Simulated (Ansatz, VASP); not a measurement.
## Two plane-wave programs on Mg3ZnC

Contents of INCAR:

```
ALGO = Normal
EDIFF = 1E-6
ENCUT = 520
GGA = PE
ISIF = 2
ISMEAR = 1
LASPH = T
LCHARG = F
LREAL = F
LWAVE = F
NBANDS = 19
NELM = 80
PREC = Accurate
SIGMA = 0.1
```

File KPOINTS:

```
k-points
0
Gamma
  8 8 8
```

The input POSCAR:

```
Mg3ZnC
1.0
    4.4069300000      0.0000000000      0.0000000000
    0.0000000000      4.4069300000      0.0000000000
    0.0000000000      0.0000000000      4.6272765000
Mg Zn C
3 1 1
Direct
    0.0000000000      0.5000000000      0.5000000000
    0.5000000000      0.5000000000      0.0000000000
    0.5000000000      0.0000000000      0.5000000000
    0.0000000000      0.0000000000      0.0000000000
    0.5000000000      0.5000000000      0.5000000000
```

Input for Ansatz:

```yaml
crystal:
  lattice:
    - [4.40693, 0.0, 0.0]
    - [0.0, 4.40693, 0.0]
    - [0.0, 0.0, 4.6272765]
  atoms:
    - { symbol: Mg, position: [0.0, 0.5, 0.5] }
    - { symbol: Mg, position: [0.5, 0.5, 0.0] }
    - { symbol: Mg, position: [0.5, 0.0, 0.5] }
    - { symbol: Zn, position: [0.0, 0.0, 0.0] }
    - { symbol: C, position: [0.5, 0.5, 0.5] }
basis:
  ecutwfc: 476.19925930478996
kpoints:
  mp_grid:
    grid: [8, 8, 8]
hamiltonian:
  xc: pbe
  pseudopotentials:
    kind: paw
scf:
  convergence:
    dr2_threshold: 1.0e-10
  occupations:
    method: methfessel_paxton
output:
  stress: true
```

Alike in both runs: task single point; functional PBE; k mesh 8 × 8 × 8; no spin polarisation.

|  | VASP | Ansatz |
| --- | --- | --- |
| version | VASP 6.6.1 | Ansatz 0.2.0 |
| potentials or method | VASP PAW PBE potentials, release 64 (Mg, Zn, C), cutoff 520 eV | plane waves, PAW |
| occupations | methfessel-paxton of order 1, width 0.1 eV | methfessel-paxton of order 1 |
| valence electrons in the cell | 22 | 46 |

```csv
,VASP,Ansatz,Ansatz less VASP
pressure (GPa),-2.9,-2.7,+0.14
"traceless stress, the component that is largest in VASP (GPa)",-2.07,-2.06,+0.009
```

VASP's potentials hold 22 valence electrons a cell and Ansatz's 46, so a difference there can come from the potentials and not from the codes.
